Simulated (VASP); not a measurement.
The system is AlN.

```
Al N
1.0
     3.11000    0.00000    0.00000
    -1.55500    2.69334    0.00000
     0.00000    0.00000    4.98000
Al N
2 2
Direct
  0.33333 0.66667 0.00000
  0.66667 0.33333 0.50000
  0.33333 0.66667 0.38200
  0.66667 0.33333 0.88200
```

| Property | Result |
| --- | --- |
| Program | VASP 6.6.1 |
| Task | relaxation of cell and atoms |
| Functional | PBE |
| Potentials or basis | VASP PAW PBE potentials, release 64 (Al, N) |
| Cutoff | 600 eV |
| k mesh | 8 × 8 × 4 |
| Occupations | gaussian, width 0.01 eV |
| Spin | no spin polarisation |

At the start: pressure 3.7 GPa; volume 10.43 Å³/atom.

Problem. How do energy, volume and symmetry change on relaxing?

Solution. Over 8 steps the energy falls by 2.2 meV/atom and the volume is 10.62 Å³/atom (+1.9 %); space group P6_3mc (No. 186, to 0.05 Å).

The path:
```csv
step,energy change (eV),largest force (eV/Å),pressure (GPa),volume (Å³)
1,0.0000,0.0086,3.74,41.71
2,-0.0019,0.0087,-3.11,43.20
3,-0.0089,0.0085,0.00,42.49
4,-0.0089,0.0085,0.07,42.48
5,-0.0090,0.0086,0.07,42.48
6,-0.0090,0.0087,0.07,42.48
7,-0.0090,0.0050,-0.06,42.51
8,-0.0090,0.0011,-0.01,42.50
```

Final structure:
```
Al N
1.0
     3.12812    0.00000    0.00000
    -1.56406    2.70903    0.00000
     0.00000    0.00000    5.01504
Al N
2 2
Cartesian
  0.0000 1.8060 0.0011
  1.5641 0.9030 2.5087
  0.0000 1.8060 1.9146
  1.5641 0.9030 4.4221
```
